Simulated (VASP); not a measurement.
A run of VASP 6.6.1:

Contents of POSCAR:

```
Cr
1.0
    2.5268031732      0.0000000000      0.0000000000
   -1.2634015866      2.1882757384      0.0000000000
    0.0000000000      0.0000000000      4.6479827317
Cr
2
Direct
    0.3333333333      0.6666666667      0.2500000000
    0.6666666667      0.3333333333      0.7500000000
```

The input INCAR.step1:

```
ALGO = Normal ; EDIFF = 1E-4
ENCUT = 520 ; GGA = PE
ISMEAR = 0 ; LASPH = T
LCHARG = F ; LREAL = F
LWAVE = T ; NBANDS = 19
NELM = 100 ; PREC = Accurate
SIGMA = 0.1
```

Contents of INCAR.step2:

```
ALGO = Normal ; EDIFF = 1E-7
ENCUT = 520 ; ISIF = 2
ISMEAR = 0 ; ISTART = 1
LASPH = T ; LCHARG = F
LMIXTAU = T ; LREAL = F
LWAVE = F ; METAGGA = R2SCAN
NBANDS = 19 ; NELM = 100
PREC = Accurate ; SIGMA = 0.1
```

KPOINTS

```
k-points
0
Gamma
  18 18 10
```

Potentials or basis: VASP PAW PBE potentials, release 64 (Cr_pv).

Run with:

```bash
$ cat potpaw_PBE.64/Cr_pv/POTCAR > POTCAR
$ cp INCAR.step1 INCAR
$ mpirun -np 1 vasp_std > vasp.out
$ cp INCAR.step2 INCAR
$ mpirun -np 1 vasp_std > vasp.out
```

Hardware: 1 thread of Oxide Virtual Turin-like Processor, with other jobs on the host.

Task: Estimate the wall time of this run.

Result: Run time: 13 min on 1 thread of Oxide Virtual Turin-like Processor, on a shared host, peak memory 0.18 GiB. Counts: k points 222.
